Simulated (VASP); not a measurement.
# TlBr (CsCl type) (Pm-3m) in VASP: single point with PBE

Aim: the single point of TlBr (CsCl type) with PBE.

Program: VASP 6.6.1. These are calculated values, not measurements. Logs are shortened: lines on timing, memory, paths and dates and some standing lists are left out, and cuts for length are marked.

**1. The cell of the first run**

The structure is cubic, space group Pm-3m (No. 221). The conventional cell has a = 4.052 Å, b = 4.052 Å, c = 4.052 Å, α = 90.00°, β = 90.00°, γ = 90.00°. Tl (site symmetry m-3m) has 8 Br at 3.51 Å and 6 Tl at 4.05 Å within 4.6 Å. Br (site symmetry m-3m) has 8 Tl at 3.51 Å and 6 Br at 4.05 Å within 4.6 Å.

**2. Single point, PBE (33.26 Å³/atom)**

INCAR

```
SYSTEM = TlBr
PREC     = Accurate       ! precision mode
ENCUT    = 500            ! plane-wave cutoff, eV
EDIFF    = 1E-6           ! SCF threshold, eV
ISMEAR   = -1             ! smearing method
SIGMA    = 0.08           ! smearing width, eV
LREAL    = .False.        ! projectors in reciprocal space
LASPH    = .True.         ! aspherical terms in the spheres
NELM     = 120            ! most SCF steps
ALGO     = Normal         ! electronic algorithm
ISIF     = 2              ! what is computed and relaxed
LWAVE    = .False.        ! write WAVECAR
LCHARG   = .False.        ! write CHGCAR
GGA      = PE             ! functional
NBANDS   = 17             ! bands
GGA_COMPAT= .False.
```

KPOINTS

```
Automatic mesh
0
Gamma
  12 12 12
  0 0 0
```

POSCAR

```
TlBr
1.0
    4.0518326371      0.0000000000      0.0000000000
    0.0000000000      4.0518326371      0.0000000000
    0.0000000000      0.0000000000      4.0518326371
Tl Br
1 1
Direct
    0.0000000000      0.0000000000      0.0000000000
    0.5000000000      0.5000000000      0.5000000000
```

Potentials or basis: VASP PAW PBE potentials, release 64 (Tl_d, Br).

Started as:

```console
> cat potpaw_PBE.64/Tl_d/POTCAR potpaw_PBE.64/Br/POTCAR > POTCAR
> mpirun -np 1 vasp_std > vasp.out
```

OUTCAR:

```text
SYSTEM = TlBr
   PREC = Accurate
   ENCUT = 500
   EDIFF = 1E-6
   ISMEAR = -1
   LREAL = .False.
   LASPH = .True.
   NELM = 120
   ISIF = 2
   GGA = PE

 ion  position               nearest neighbor table
   1  0.000  0.000  0.000-
   2  0.500  0.500  0.500-

  LATTYP: Found a simple cubic cell.
 ALAT       =     4.0518326371

  Lattice vectors:

 A1 = (   4.0518326371,   0.0000000000,   0.0000000000)
 A2 = (   0.0000000000,   4.0518326371,   0.0000000000)
 A3 = (   0.0000000000,   0.0000000000,   4.0518326371)

Analysis of symmetry for initial positions (statically):
=====================================================================
 Subroutine PRICEL returns:
 Original cell was already a primitive cell.

 Routine SETGRP: Setting up the symmetry group for a
 simple cubic supercell.

 Subroutine GETGRP returns: Found 48 space group operations
 (whereof 48 operations were pure point group operations)
 out of a pool of 48 trial point group operations.

The static configuration has the point symmetry O_h .

Analysis of symmetry for dynamics (positions and initial velocities):
=====================================================================
 Subroutine PRICEL returns:
 Original cell was already a primitive cell.

 Routine SETGRP: Setting up the symmetry group for a
 simple cubic supercell.

 Subroutine GETGRP returns: Found 48 space group operations
 (whereof 48 operations were pure point group operations)
 out of a pool of 48 trial point group operations.

The dynamic configuration has the point symmetry O_h .

 Subroutine INISYM returns: Found 48 space group operations
 (whereof 48 operations are pure point group operations),
 and found     1 'primitive' translations

----------------------------------------------------------------------------------------

                                     Primitive cell

  volume of cell :      66.5203

  direct lattice vectors                    reciprocal lattice vectors
     4.051832637  0.000000000  0.000000000     0.246801902  0.000000000  0.000000000
     0.000000000  4.051832637  0.000000000     0.000000000  0.246801902  0.000000000
     0.000000000  0.000000000  4.051832637     0.000000000  0.000000000  0.246801902

  length of vectors
     4.051832637  4.051832637  4.051832637     0.246801902  0.246801902  0.246801902

  position of ions in fractional coordinates (direct lattice)
     0.000000000  0.000000000  0.000000000
     0.500000000  0.500000000  0.500000000

  ion indices of the primitive-cell ions
   primitive index   ion index
                 1           1
                 2           2

----------------------------------------------------------------------------------------

 KPOINTS: Automatic mesh

Automatic generation of k-mesh.
 Grid dimensions read from file:
 generate k-points for:   12   12   12

 Generating k-lattice:

  Cartesian coordinates                     Fractional coordinates (reciprocal lattice)
     0.020566825  0.000000000  0.000000000     0.083333333  0.000000000  0.000000000
     0.000000000  0.020566825  0.000000000     0.000000000  0.083333333  0.000000000
     0.000000000  0.000000000  0.020566825     0.000000000  0.000000000  0.083333333

  Length of vectors
     0.020566825  0.020566825  0.020566825

  Shift w.r.t. Gamma in fractional coordinates (k-lattice)
     0.000000000  0.000000000  0.000000000

 Subroutine IBZKPT returns following result:
 ===========================================

 Found     84 irreducible k-points:

 Following reciprocal coordinates:
            Coordinates               Weight
  0.000000  0.000000  0.000000      1.000000
  0.083333  0.000000  0.000000      6.000000
  0.166667  0.000000  0.000000      6.000000
  0.250000  0.000000  0.000000      6.000000
  0.333333  0.000000  0.000000      6.000000
  0.416667  0.000000  0.000000      6.000000
[... 16 lines left out ...]
  0.333333  0.333333  0.000000     12.000000
  0.416667  0.333333  0.000000     24.000000
 [... further k-points ...]
   k-points           NKPTS =     84   k-points in BZ     NKDIM =     84   number of bands    NBANDS=     17
   number of dos      NEDOS =    301   number of ions     NIONS =      2
   total plane-waves  NPLWV =  27000
   dimension x,y,z NGX =    30 NGY =   30 NGZ =   30
   dimension x,y,z NGXF=    60 NGYF=   60 NGZF=   60
   ions per type =               1   1
   NGX,Y,Z   is equivalent  to a cutoff of  12.31, 12.31, 12.31 a.u.
   NGXF,Y,Z  is equivalent  to a cutoff of  24.62, 24.62, 24.62 a.u.
 SYSTEM =  TlBr
   PREC   = accura    normal or accurate (medium, high low for compatibility)
   ISTART =      0    job   : 0-new  1-cont  2-samecut
   ICHARG =      2    charge: 1-file 2-atom 10-const
   ISPIN  =      1    spin polarized calculation?
   LNONCOLLINEAR =      F non collinear calculations
   LSORBIT =      F    spin-orbit coupling
   LASPH  =      T    aspherical Exc in radial PAW
   ENCUT  =  500.0 eV  36.75 Ry    6.06 a.u.   7.39  7.39  7.39*2*pi/ulx,y,z
   NELM   =    120;   NELMIN=  2; NELMDL= -5     # of ELM steps
   EDIFF  = 0.1E-05   stopping-criterion for ELM
   LREAL  =      F    real-space projection
   EDIFFG = 0.1E-04   stopping-criterion for IOM
   NSW    =      0    number of steps for IOM
   IBRION =     -1    ionic relax: 0-MD 1-quasi-New 2-CG
   NFREE  =      0    steps in history (QN), initial steepest desc. (CG)
   ISIF   =      2    stress and relaxation
   ISYM   =      2    0-nonsym 1-usesym 2-fastsym
   POTIM  = 0.5000    time-step for ionic-motion
   TEBEG  =    0.0;   TEEND  =   0.0 temperature during run
   PSTRESS=    0.0 pullay stress
   NELECT =      20.0000    total number of electrons
   NUPDOWN=      -1.0000    fix difference up-down
   EMIN   =  10.00;   EMAX   =-10.00  energy-range for DOS
   EFERMI =   0.00;   METHOD = LEGACY
   ISMEAR =    -1;   SIGMA  =   0.08  broadening in eV -4-tet -1-fermi 0-gaus
   EFERMI_NEDOS =   21; number of points for ismear=-14 and -15
   IALGO  =     38    algorithm
   IMIX   =      4    mixing-type and parameters
     AMIX     =   0.40;   BMIX     =  1.00
     AMIX_MAG =   1.60;   BMIX_MAG =  1.00
  volume/ion in A,a.u.               =      33.26       224.45
  Fermi-wavevector in a.u.,A,eV,Ry     =   1.096731  2.072520 16.365335  1.202818
  Thomas-Fermi vector in A             =   2.233078
   LORBIT       =      0    0 simple, 1 ext, 2 COOP (PROOUT), +10 PAW based schemes
   GGA     = PE    functional components
   LHFCALC =     F    Hartree Fock is set to
   AEXX    =    0.0000 exact exchange contribution
   IVDW    =     0    specifies the selected vdW correction
   LEPSILON=     F    determine dielectric tensor
   LRPA    =     F    only Hartree local field effects (RPA)
 non-spin polarized calculation
  energy-cutoff  :      500.00
  volume of cell :       66.52
 maximum number of plane-waves:      1743
 NGX is ok and might be reduce to    30
   NGX = 15   NGY = 15   NGZ = 15

 number of electron      19.9999999 magnetization

 Free energy of the ion-electron system (eV)
  ---------------------------------------------------
  ext. energy  EPLUGINS =         0.00000000
  ---------------------------------------------------
  free energy    TOTEN  =        -5.54566103 eV

  energy without entropy =       -5.54566093  energy(sigma->0) =       -5.54566098

 E-fermi :   2.8964     XC(G=0):  -8.7169

 val. band max:        1.8208556188   @ k =   0.5000   0.0000   0.0000
 cond. band min:       3.8187171536   @ k =   0.5000   0.0000   0.0000
 fundamental gap:      1.9978615349
 Fermi energy:         2.8964082047

 k-point     1 :       0.0000    0.0000    0.0000
  band No.  band energies     occupation
      1     -11.6054      2.00000
      2      -8.1842      2.00000
      3      -8.1842      2.00000
      4      -8.0334      2.00000
      5      -8.0334      2.00000
      6      -8.0334      2.00000
[... 9 lines left out ...]
     16      12.5021      0.00000
     17      15.1867      0.00000

 k-point     2 :       0.0833    0.0000    0.0000
  band No.  band energies     occupation
      1     -11.5928      2.00000
      2      -8.1836      2.00000
      3      -8.1766      2.00000
      4      -8.0367      2.00000
      5      -8.0367      2.00000
      6      -8.0331      2.00000
[... 9 lines left out ...]
     16      12.9370      0.00000
     17      15.0332      0.00000

 k-point     3 :       0.1667    0.0000    0.0000
  band No.  band energies     occupation
      1     -11.5581      2.00000
      2      -8.1821      2.00000
      3      -8.1559      2.00000
      4      -8.0457      2.00000
      5      -8.0457      2.00000
      6      -8.0322      2.00000
[... 9 lines left out ...]
     16      13.8653      0.00000
     17      14.8651      0.00000

 k-point     4 :       0.2500    0.0000    0.0000
  band No.  band energies     occupation
      1     -11.5095      2.00000
      2      -8.1801      2.00000
      3      -8.1281      2.00000
      4      -8.0580      2.00000
      5      -8.0580      2.00000
      6      -8.0311      2.00000
[... 9 lines left out ...]
     16      13.8543      0.00000
     17      14.8234      0.00000

 k-point     5 :       0.3333    0.0000    0.0000
  band No.  band energies     occupation
      1     -11.4595      2.00000
      2      -8.1780      2.00000
      3      -8.1008      2.00000
      4      -8.0702      2.00000
      5      -8.0702      2.00000
      6      -8.0301      2.00000
[... 9 lines left out ...]
     16      13.0260      0.00000
     17      15.2321      0.00000

 k-point     6 :       0.4167    0.0000    0.0000
  band No.  band energies     occupation
      1     -11.4220      2.00000
      2      -8.1765      2.00000
      3      -8.0812      2.00000
      4      -8.0791      2.00000
      5      -8.0791      2.00000
      6      -8.0293      2.00000
[... 9 lines left out ...]
     16      13.8571      0.00000
     17      15.3230      0.00000

 k-point     7 :       0.5000    0.0000    0.0000
  band No.  band energies     occupation
      1     -11.4081      2.00000
      2      -8.1759      2.00000
      3      -8.0823      2.00000
      4      -8.0823      2.00000
      5      -8.0741      2.00000
      6      -8.0289      2.00000
[... 9 lines left out ...]
     16      14.6627      0.00000
     17      15.3338      0.00000

 k-point     8 :       0.0833    0.0833    0.0000
  band No.  band energies     occupation
      1     -11.5806      2.00000
      2      -8.1796      2.00000
      3      -8.1724      2.00000
      4      -8.0397      2.00000
      5      -8.0369      2.00000
      6      -8.0358      2.00000
[... 9 lines left out ...]
     16      13.1551      0.00000
     17      14.6453      0.00000
[... 203 lines left out ...]
      1     -11.4358      2.00000
      2      -8.1517      2.00000
      3      -8.0927      2.00000
      4      -8.0620      2.00000
      5      -8.0559      2.00000
      6      -8.0512      2.00000
[... 9 lines left out ...]
     16      12.7043      0.00000
     17      13.1918      0.00000

 k-point    20 :       0.3333    0.2500    0.0000
  band No.  band energies     occupation
      1     -11.3981      2.00000
      2      -8.1456      2.00000
      3      -8.0675      2.00000
      4      -8.0650      2.00000
      5      -8.0628      2.00000
      6      -8.0511      2.00000
[... 9 lines left out ...]
     16      13.0438      0.00000
     17      13.5714      0.00000

 k-point    21 :       0.4167    0.2500    0.0000
  band No.  band energies     occupation
      1     -11.3700      2.00000
      2      -8.1424      2.00000
      3      -8.0729      2.00000
      4      -8.0634      2.00000
      5      -8.0497      2.00000
      6      -8.0476      2.00000
[... 9 lines left out ...]
     16      13.1316      0.00000
     17      13.9954      0.00000

 k-point    22 :       0.5000    0.2500    0.0000
  band No.  band energies     occupation
      1     -11.3596      2.00000
      2      -8.1413      2.00000
      3      -8.0758      2.00000
      4      -8.0633      2.00000
      5      -8.0492      2.00000
      6      -8.0404      2.00000
[... 9 lines left out ...]
     16      13.2569      0.00000
     17      13.8158      0.00000

 k-point    23 :       0.3333    0.3333    0.0000
  band No.  band energies     occupation
      1     -11.3667      2.00000
      2      -8.1367      2.00000
      3      -8.0637      2.00000
      4      -8.0602      2.00000
      5      -8.0581      2.00000
      6      -8.0436      2.00000
[... 9 lines left out ...]
     16      12.7191      0.00000
     17      14.1821      0.00000

 k-point    24 :       0.4167    0.3333    0.0000
  band No.  band energies     occupation
      1     -11.3436      2.00000
      2      -8.1318      2.00000
      3      -8.0698      2.00000
      4      -8.0598      2.00000
      5      -8.0540      2.00000
      6      -8.0247      2.00000
[... 9 lines left out ...]
     16      12.6647      0.00000
     17      13.6195      0.00000

 [... further k-points ...]

------------------------ aborting loop because EDIFF is reached ----------------------------------------

  FORCE on cell =-STRESS in cart. coord.  units (eV):
  Direction    XX          YY          ZZ          XY          YZ          ZX
  --------------------------------------------------------------------------------------
  -------------------------------------------------------------------------------------
  Total       -0.0086478     -0.0086478     -0.0086478      0.0000000     -0.0000000      0.0000000
  in kB       -0.2082871     -0.2082871     -0.2082871      0.0000000     -0.0000000      0.0000000
  external PRESSURE =      -0.2082871 kB  Pullay stress =       0.0000000 kB

 VOLUME and BASIS-vectors are now :
 -----------------------------------------------------------------------------
  energy-cutoff  :      500.00
  volume of cell :       66.52
      direct lattice vectors                 reciprocal lattice vectors
     4.051832637  0.000000000  0.000000000     0.246801902  0.000000000  0.000000000
     0.000000000  4.051832637  0.000000000     0.000000000  0.246801902  0.000000000
     0.000000000  0.000000000  4.051832637     0.000000000  0.000000000  0.246801902

 POSITION                                       TOTAL-FORCE (eV/Angst)
 -----------------------------------------------------------------------------------
      0.00000      0.00000      0.00000         0.000000      0.000000      0.000000
      2.02592      2.02592      2.02592         0.000000      0.000000      0.000000
 -----------------------------------------------------------------------------------
    total drift:                                0.000000     -0.000000     -0.000000

  FREE ENERGIE OF THE ION-ELECTRON SYSTEM (eV)
  ---------------------------------------------------
  free  energy   TOTEN  =        -5.5456610328 eV

  energy  without entropy=       -5.5456609251  energy(sigma->0) =       -5.54566098
```

Run time: 53 s. Hardware: 1 thread of Intel Xeon Platinum 8375C at 2.90GHz (Ice Lake), shared host; peak memory 0.23 GiB.

What came out:

```
Free energy            : -5.5457 eV
Pressure               : 0.0 GPa
Band gap on the k mesh : 2.00 eV
```

Levels at points of the mesh, in eV from the valence-band top:
```csv
k point,band 7,band 8,band 9,band 10,band 11,band 12,band 13,band 14
"(0.00, 0.00, 0.00)",-4.52,-1.07,-1.07,-1.07,7.05,7.05,7.05,7.16
"(0.50, 0.00, 0.00)",-5.22,-0.63,-0.63,0.00,2.00,5.78,5.78,8.20
"(0.50, 0.50, 0.00)",-3.65,-2.57,-2.57,-0.54,4.82,4.82,7.23,7.73
"(0.50, 0.50, 0.50)",-2.77,-1.66,-1.66,-1.66,2.36,2.36,2.36,12.52
```

Caveat: spin-orbit coupling is left out, which moves the levels of the heavy elements. A k mesh can miss the band edges.
